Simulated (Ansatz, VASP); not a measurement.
**One calculation of K2YZnC6N6, two programs**

```
K Y Zn C N
1.0
     0.00000    5.73870    5.73870
     5.73870    0.00000    5.73870
     5.73870    5.73870    0.00000
K Y Zn C N
2 1 1 6 6
Direct
  0.25000 0.25000 0.25000
  0.75000 0.75000 0.75000
  0.50000 0.50000 0.50000
  0.00000 0.00000 0.00000
  0.80754 0.19246 0.19246
  0.19246 0.80754 0.19246
  0.19246 0.19246 0.80754
  0.19246 0.80754 0.80754
  0.80754 0.19246 0.80754
  0.80754 0.80754 0.19246
  0.70467 0.29533 0.29533
  0.29533 0.70467 0.29533
  0.29533 0.29533 0.70467
  0.29533 0.70467 0.70467
  0.70467 0.29533 0.70467
  0.70467 0.70467 0.29533
```

Alike in both runs: functional PBE; k mesh 6 × 6 × 6; occupations gaussian, width 0.1 eV; no spin polarisation.

Ansatz relaxed the structure, and its values are those at the end. VASP's run is a single point on that final structure, the one shown.

```csv
,VASP,Ansatz
version,VASP 6.6.1,Ansatz 0.2.0
potentials or method,"VASP PAW PBE potentials, release 64 (K_sv, Y_sv, Zn, C, N), cutoff 520 eV","scalar-relativistic, plane waves, PAW"
valence electrons in the cell,95,95
```

|  | VASP | Ansatz | Ansatz less VASP |
| --- | --- | --- | --- |
| gap on the k mesh at the Fermi level (eV) | none | none | - |
| pressure (GPa) | 0.3 | 0.0 | -0.29 |
| rms of the force components (eV/Å) | 0.179 | 0.001 | -0.1776 |

A gap of «none» marks a metal or a gap that the smearing closes. One of these differences is far larger than is usual between the two programs; its cause wasn't traced. The functional is the same, so the differences come from potentials, cutoffs and numerics.

Noted on VASP's run: the standard files for N, O and F lose accuracy on very short bonds.
